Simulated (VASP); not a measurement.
# PbO (P6_3mc) in VASP: notebook

Runs on PbO. Level: PBE. Tasks: single point.

Program: VASP 6.6.1. These are calculated values, not measurements. Logs are shortened: lines on timing, memory, paths and dates and some standing lists are left out, and cuts for length are marked.

### Step 1. The cell of the first run

Symmetry: P6_3mc, No. 186, hexagonal system. The conventional cell has a = 4.224 Å, b = 4.224 Å, c = 6.014 Å, α = 90.00°, β = 90.00°, γ = 120.00°. Within 3.1 Å of Pb (site symmetry 3m) lie 4 O at 2.37 to 2.52 Å. Within 3.1 Å of O (site symmetry 3m) lie 4 Pb at 2.37 to 2.52 Å.

### Step 2. Single point, PBE (23.24 Å³/atom)

Input file INCAR:

```
ALGO = Normal
EDIFF = 1E-7
ENCUT = 520
GGA = PE
ISIF = 2
ISMEAR = 0
LASPH = True
LCHARG = False
LREAL = False
LWAVE = False
NBANDS = 28
NELM = 60
PREC = Accurate
SIGMA = 0.05
```

Input file KPOINTS:

```
k-points
0
Gamma
  10 10 6
```

Input file POSCAR:

```
PbO
1.0
    4.2242245446      0.0000000000      0.0000000000
   -2.1121122723      3.6582857669      0.0000000000
    0.0000000000      0.0000000000      6.0144204907
Pb O
2 2
Direct
    0.6666666667      0.3333333333      0.0096163427
    0.3333333333      0.6666666667      0.5096163427
    0.6666666667      0.3333333333      0.6155836573
    0.3333333333      0.6666666667      0.1155836573
```

Potentials or basis: VASP PAW PBE potentials, release 64 (Pb_d, O).

Started as:

```
$ cat potpaw_PBE.64/Pb_d/POTCAR potpaw_PBE.64/O/POTCAR > POTCAR
$ mpirun -np 1 vasp_std > vasp.out
```

OUTCAR:

```text
EDIFF = 1E-7
   ENCUT = 520
   GGA = PE
   ISIF = 2
   ISMEAR = 0
   LASPH = True
   LREAL = False
   NELM = 60
   PREC = Accurate

 ion  position               nearest neighbor table
   1  0.667  0.333  0.010-   3 2.37   4 2.52   4 2.52   4 2.52   2 3.87   2 3.87   2 3.87   2 3.87
                             2 3.87   2 3.87
   2  0.333  0.667  0.510-   4 2.37   3 2.52   3 2.52   3 2.52   1 3.87   1 3.87   1 3.87   1 3.87
                             1 3.87   1 3.87
   3  0.667  0.333  0.616-   1 2.37   2 2.52   2 2.52   2 2.52
   4  0.333  0.667  0.116-   2 2.37   1 2.52   1 2.52   1 2.52

  LATTYP: Found a hexagonal cell.
 ALAT       =     4.2242245446
 C/A-ratio  =     1.4237927996

  Lattice vectors:

 A1 = (   4.2242245446,   0.0000000000,   0.0000000000)
 A2 = (  -2.1121122723,   3.6582857669,   0.0000000000)
 A3 = (   0.0000000000,   0.0000000000,   6.0144204907)

Analysis of symmetry for initial positions (statically):
=====================================================================
 Subroutine PRICEL returns:
 Original cell was already a primitive cell.

 Routine SETGRP: Setting up the symmetry group for a
 hexagonal supercell.

 Subroutine GETGRP returns: Found 12 space group operations
 (whereof  6 operations were pure point group operations)
 out of a pool of 24 trial point group operations.

The static configuration has the point symmetry C_3v.
 The point group associated with its full space group is C_6v.

Analysis of symmetry for dynamics (positions and initial velocities):
=====================================================================
 Subroutine PRICEL returns:
 Original cell was already a primitive cell.

 Routine SETGRP: Setting up the symmetry group for a
 hexagonal supercell.

 Subroutine GETGRP returns: Found 12 space group operations
 (whereof  6 operations were pure point group operations)
 out of a pool of 24 trial point group operations.

The dynamic configuration has the point symmetry C_3v.
 The point group associated with its full space group is C_6v.

 Subroutine INISYM returns: Found 12 space group operations
 (whereof  6 operations are pure point group operations),
 and found     1 'primitive' translations

----------------------------------------------------------------------------------------

                                     Primitive cell

  volume of cell :      92.9434

  direct lattice vectors                    reciprocal lattice vectors
     4.224224545  0.000000000  0.000000000     0.236729840  0.136676037  0.000000000
    -2.112112272  3.658285767  0.000000000     0.000000000  0.273352074  0.000000000
     0.000000000  0.000000000  6.014420491     0.000000000  0.000000000  0.166267058

  length of vectors
     4.224224545  4.224224545  6.014420491     0.273352074  0.273352074  0.166267058

  position of ions in fractional coordinates (direct lattice)
     0.666666667  0.333333333  0.009616343
     0.333333333  0.666666667  0.509616343
     0.666666667  0.333333333  0.615583657
     0.333333333  0.666666667  0.115583657

  ion indices of the primitive-cell ions
   primitive index   ion index
                 1           1
                 2           2
                 3           3
                 4           4

----------------------------------------------------------------------------------------

 KPOINTS: k-points

Automatic generation of k-mesh.
 Grid dimensions read from file:
 generate k-points for:   10   10    6

 Generating k-lattice:

  Cartesian coordinates                     Fractional coordinates (reciprocal lattice)
     0.023672984  0.013667604  0.000000000     0.100000000  0.000000000  0.000000000
     0.000000000  0.027335207  0.000000000     0.000000000  0.100000000  0.000000000
     0.000000000  0.000000000  0.027711176     0.000000000  0.000000000  0.166666667

  Length of vectors
     0.027335207  0.027335207  0.027711176

  Shift w.r.t. Gamma in fractional coordinates (k-lattice)
     0.000000000  0.000000000  0.000000000

 Subroutine IBZKPT returns following result:
 ===========================================

 Found     56 irreducible k-points:

 Following reciprocal coordinates:
            Coordinates               Weight
  0.000000  0.000000  0.000000      1.000000
  0.100000  0.000000  0.000000      6.000000
  0.200000  0.000000  0.000000      6.000000
  0.300000  0.000000  0.000000      6.000000
  0.400000  0.000000  0.000000      6.000000
  0.500000  0.000000  0.000000      3.000000
[... 16 lines left out ...]
  0.300000  0.100000  0.166667     24.000000
  0.400000  0.100000  0.166667     24.000000
 [... further k-points ...]
   k-points           NKPTS =     56   k-points in BZ     NKDIM =     56   number of bands    NBANDS=     28
   number of dos      NEDOS =    301   number of ions     NIONS =      4
   total plane-waves  NPLWV =  49152
   dimension x,y,z NGX =    32 NGY =   32 NGZ =   48
   dimension x,y,z NGXF=    64 NGYF=   64 NGZF=   96
   ions per type =               2   2
   NGX,Y,Z   is equivalent  to a cutoff of  12.59, 12.59, 13.27 a.u.
   NGXF,Y,Z  is equivalent  to a cutoff of  25.19, 25.19, 26.54 a.u.
 SYSTEM =  unknown system
   PREC   = accura    normal or accurate (medium, high low for compatibility)
   ISTART =      0    job   : 0-new  1-cont  2-samecut
   ICHARG =      2    charge: 1-file 2-atom 10-const
   ISPIN  =      1    spin polarized calculation?
   LNONCOLLINEAR =      F non collinear calculations
   LSORBIT =      F    spin-orbit coupling
   LASPH  =      T    aspherical Exc in radial PAW
   ENCUT  =  520.0 eV  38.22 Ry    6.18 a.u.   7.85  7.85 11.18*2*pi/ulx,y,z
   NELM   =     60;   NELMIN=  2; NELMDL= -5     # of ELM steps
   EDIFF  = 0.1E-06   stopping-criterion for ELM
   LREAL  =      F    real-space projection
   EDIFFG = 0.1E-05   stopping-criterion for IOM
   NSW    =      0    number of steps for IOM
   IBRION =     -1    ionic relax: 0-MD 1-quasi-New 2-CG
   NFREE  =      0    steps in history (QN), initial steepest desc. (CG)
   ISIF   =      2    stress and relaxation
   ISYM   =      2    0-nonsym 1-usesym 2-fastsym
   POTIM  = 0.5000    time-step for ionic-motion
   TEBEG  =    0.0;   TEEND  =   0.0 temperature during run
   PSTRESS=    0.0 pullay stress
   NELECT =      40.0000    total number of electrons
   NUPDOWN=      -1.0000    fix difference up-down
   EMIN   =  10.00;   EMAX   =-10.00  energy-range for DOS
   EFERMI =   0.00;   METHOD = LEGACY
   ISMEAR =     0;   SIGMA  =   0.05  broadening in eV -4-tet -1-fermi 0-gaus
   EFERMI_NEDOS =   21; number of points for ismear=-14 and -15
   IALGO  =     38    algorithm
   IMIX   =      4    mixing-type and parameters
     AMIX     =   0.40;   BMIX     =  1.00
     AMIX_MAG =   1.60;   BMIX_MAG =  1.00
  volume/ion in A,a.u.               =      23.24       156.80
  Fermi-wavevector in a.u.,A,eV,Ry     =   1.236010  2.335720 20.785906  1.527721
  Thomas-Fermi vector in A             =   2.370636
   LORBIT       =      0    0 simple, 1 ext, 2 COOP (PROOUT), +10 PAW based schemes
   GGA     = PE    functional components
   LHFCALC =     F    Hartree Fock is set to
   AEXX    =    0.0000 exact exchange contribution
   IVDW    =     0    specifies the selected vdW correction
   LEPSILON=     F    determine dielectric tensor
   LRPA    =     F    only Hartree local field effects (RPA)
 non-spin polarized calculation
 Gauss-broadening in eV      SIGMA  =   0.05
  energy-cutoff  :      520.00
  volume of cell :       92.94
 maximum number of plane-waves:      2537
 NGX is ok and might be reduce to    32
   NGX = 15   NGY = 15   NGZ = 23

 number of electron      39.9999998 magnetization

 Free energy of the ion-electron system (eV)
  ---------------------------------------------------
  ext. energy  EPLUGINS =         0.00000000
  ---------------------------------------------------
  free energy    TOTEN  =       -20.86982746 eV

  energy without entropy =      -20.86982746  energy(sigma->0) =      -20.86982746

 E-fermi :   4.0307     XC(G=0):  -9.0487

 val. band max:        3.7822507698   @ k =   0.3000   0.3000   0.0000
 cond. band min:       5.7172624732   @ k =   0.5000   0.0000   0.3333
 fundamental gap:      1.9350117035
 Fermi energy:         4.0307134891

 k-point     1 :       0.0000    0.0000    0.0000
  band No.  band energies     occupation
      1     -13.5280      2.00000
      2     -13.2766      2.00000
      3     -12.2517      2.00000
      4     -12.2517      2.00000
      5     -12.2360      2.00000
      6     -12.2360      2.00000
[... 20 lines left out ...]
     27      11.1725      0.00000
     28      13.7244      0.00000

 k-point     2 :       0.1000    0.0000    0.0000
  band No.  band energies     occupation
      1     -13.5265      2.00000
      2     -13.2914      2.00000
      3     -12.2498      2.00000
      4     -12.2340      2.00000
      5     -12.2309      2.00000
      6     -12.2298      2.00000
[... 20 lines left out ...]
     27      11.9708      0.00000
     28      13.8988      0.00000

 k-point     3 :       0.2000    0.0000    0.0000
  band No.  band energies     occupation
      1     -13.5223      2.00000
      2     -13.3291      2.00000
      3     -12.2492      2.00000
      4     -12.2304      2.00000
      5     -12.2229      2.00000
      6     -12.2201      2.00000
[... 20 lines left out ...]
     27      12.7091      0.00000
     28      13.8511      0.00000

 k-point     4 :       0.3000    0.0000    0.0000
  band No.  band energies     occupation
      1     -13.5156      2.00000
      2     -13.3751      2.00000
      3     -12.2533      2.00000
      4     -12.2339      2.00000
      5     -12.2132      2.00000
      6     -12.2064      2.00000
[... 578 lines left out ...]
     27      12.4833      0.00000
     28      13.3962      0.00000

 k-point    23 :       0.3000    0.1000    0.1667
  band No.  band energies     occupation
      1     -13.4962      2.00000
      2     -13.4010      2.00000
      3     -12.2544      2.00000
      4     -12.2344      2.00000
      5     -12.2145      2.00000
      6     -12.1996      2.00000
[... 20 lines left out ...]
     27      11.9960      0.00000
     28      13.7138      0.00000

 k-point    24 :       0.4000    0.1000    0.1667
  band No.  band energies     occupation
      1     -13.4883      2.00000
      2     -13.4287      2.00000
      3     -12.2574      2.00000
      4     -12.2341      2.00000
      5     -12.2097      2.00000
      6     -12.1935      2.00000
[... 20 lines left out ...]
     27      11.7793      0.00000
     28      13.6888      0.00000

 [... further k-points ...]

------------------------ aborting loop because EDIFF is reached ----------------------------------------

  FORCE on cell =-STRESS in cart. coord.  units (eV):
  Direction    XX          YY          ZZ          XY          YZ          ZX
  --------------------------------------------------------------------------------------
  -------------------------------------------------------------------------------------
  Total       -1.1869353     -1.1869353     -1.0542589      0.0000000     -0.0000000      0.0000000
  in kB      -20.4606406    -20.4606406    -18.1735371      0.0000000     -0.0000000      0.0000000
  external PRESSURE =     -19.6982728 kB  Pullay stress =       0.0000000 kB

 VOLUME and BASIS-vectors are now :
 -----------------------------------------------------------------------------
  energy-cutoff  :      520.00
  volume of cell :       92.94
      direct lattice vectors                 reciprocal lattice vectors
     4.224224545  0.000000000  0.000000000     0.236729840  0.136676037  0.000000000
    -2.112112272  3.658285767  0.000000000     0.000000000  0.273352074  0.000000000
     0.000000000  0.000000000  6.014420491     0.000000000  0.000000000  0.166267058

 POSITION                                       TOTAL-FORCE (eV/Angst)
 -----------------------------------------------------------------------------------
      2.11211      1.21943      0.05784         0.000000     -0.000000      0.019549
     -0.00000      2.43886      3.06505        -0.000000     -0.000000      0.019549
      2.11211      1.21943      3.70238         0.000000      0.000000     -0.019549
     -0.00000      2.43886      0.69517        -0.000000     -0.000000     -0.019549
 -----------------------------------------------------------------------------------
    total drift:                                0.000000      0.000000      0.000095

  FREE ENERGIE OF THE ION-ELECTRON SYSTEM (eV)
  ---------------------------------------------------
  free  energy   TOTEN  =       -20.8698274606 eV

  energy  without entropy=      -20.8698274606  energy(sigma->0) =      -20.86982746
```

Run time: 55 s. Hardware: 1 thread of Intel Xeon 6975P-C (Granite Rapids), shared host; peak memory 0.28 GiB.

What came out:

* Free energy: -20.8698 eV
* Pressure: -2.0 GPa
* Largest force: 0.020 eV/Å
* Band gap on the k mesh: 1.94 eV (least direct gap 2.37 eV)

Forces on the atoms (eV/Å):
```
Pb   0.000  0.000  0.020
Pb   0.000  0.000  0.020
O    0.000  0.000 -0.020
O    0.000  0.000 -0.020
```

Caveat: spin-orbit coupling is left out, which moves the levels of the heavy elements.

### Step 3. Single point, PBE (23.91 Å³/atom)

This run uses another cell than the first one, of 23.91 Å³/atom.

Input file INCAR:

```
PREC     = Accurate       # precision mode
ENCUT    = 520            # plane-wave cutoff, eV
EDIFF    = 1E-6           # SCF threshold, eV
ISMEAR   = 0              # smearing method
SIGMA    = 0.05           # smearing width, eV
LREAL    = False          # projectors in reciprocal space
LASPH    = True           # aspherical terms in the spheres
NELM     = 60             # most SCF steps
ALGO     = Normal         # electronic algorithm
ISIF     = 2              # what is computed and relaxed
LWAVE    = False          # write WAVECAR
LCHARG   = True           # write CHGCAR
GGA      = PE             # functional
LELF     = True           # ELF
LVHAR    = True         
NBANDS   = 28             # bands
```

Input file KPOINTS:

```
Automatic mesh
0
Gamma
  10 10 6
```

Input file POSCAR:

```
PbO
1.0
    4.2525854919      0.0000000000      0.0000000000
   -2.1262927459      3.6828470677      0.0000000000
    0.0000000000      0.0000000000      6.1056528975
Pb O
2 2
Direct
    0.6666666667      0.3333333333      0.0075952187
    0.3333333333      0.6666666667      0.5075952187
    0.6666666667      0.3333333333      0.6176047813
    0.3333333333      0.6666666667      0.1176047813
```

Potentials or basis: VASP PAW PBE potentials, release 64 (Pb_d, O).

Started as:

```
$ cat potpaw_PBE.64/Pb_d/POTCAR potpaw_PBE.64/O/POTCAR > POTCAR
$ mpirun -np 1 vasp_std > vasp.out
```

It took 53 s on 1 thread of Intel Xeon 6975P-C (Granite Rapids), shared host; peak memory 0.28 GiB.

The run converged. Its results:

```
Free energy            : -20.8277 eV
Pressure               : -3.3 GPa
Band gap on the k mesh : 1.94 eV (least direct gap 2.38 eV)
```

Forces on the atoms (eV/Å):
```
Pb   0.000  0.000  0.003
Pb   0.000  0.000  0.003
O    0.000  0.000 -0.003
O    0.000  0.000 -0.003
```

Stress tensor (GPa, compression positive):
```
-3.37  0.00  0.00
 0.00 -3.37  0.00
 0.00  0.00 -3.16
```

Levels at points of the mesh, in eV from the valence-band top:
```
           k point  band 18  band 19  band 20  band 21  band 22  band 23
(0.00, 0.00, 0.00)    -1.76    -1.73    -1.73     3.39     4.65     4.65
(0.50, 0.00, 0.00)    -2.07    -0.83    -0.43     2.19     2.98     4.51
(0.00, 0.00, 0.50)    -2.03    -1.52    -1.52     3.41     3.41     4.84
(0.50, 0.00, 0.50)    -2.41    -0.74    -0.74     1.98     1.98     4.81
```

Caveat: the cell stands under tension; spin-orbit coupling is left out, which moves the levels of the heavy elements.
